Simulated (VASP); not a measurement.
A run of VASP 6.6.1 is set up as follows.

File INCAR:

```
  PREC = Accurate
  ENCUT = 520
  EDIFF = 1E-6
  ISMEAR = 0
  SIGMA = 0.15
  LREAL = F
  LASPH = T
  NELM = 60
  ALGO = Normal
  ISIF = 2
  LWAVE = F
  LCHARG = T
  GGA = CA
  LELF = T
  LVHAR = T
  NBANDS = 16
```

Contents of KPOINTS:

```
Automatic mesh
0
Gamma
  18 18 12
```

File POSCAR:

```
ZrB2
1.0
    3.1896398881      0.0000000000      0.0000000000
   -1.5948199441      2.7623091720      0.0000000000
    0.0000000000      0.0000000000      2.9612616722
Zr B
1 2
Direct
    0.0000000000      0.0000000000      0.0000000000
    0.3333333333      0.6666666667      0.5000000000
    0.6666666667      0.3333333333      0.5000000000
```

Potentials or basis: VASP PAW LDA potentials, release 64 (Zr_sv, B).

Launch:

```console
$ cat potpaw_LDA.64/Zr_sv/POTCAR potpaw_LDA.64/B/POTCAR > POTCAR
$ mpirun -np 1 vasp_std > vasp.out
```

Task: Estimate the pressure.

Result: 44.4 GPa.

Task: Predict the band gap on the k mesh.

Result: Zero (band 9 reaches 13.02 eV, above the bottom of band 10 at 11.02 eV).

Stress tensor (GPa, compression positive):
```
20.69  0.00  0.00
 0.00 20.69  0.00
 0.00  0.00 91.85
```
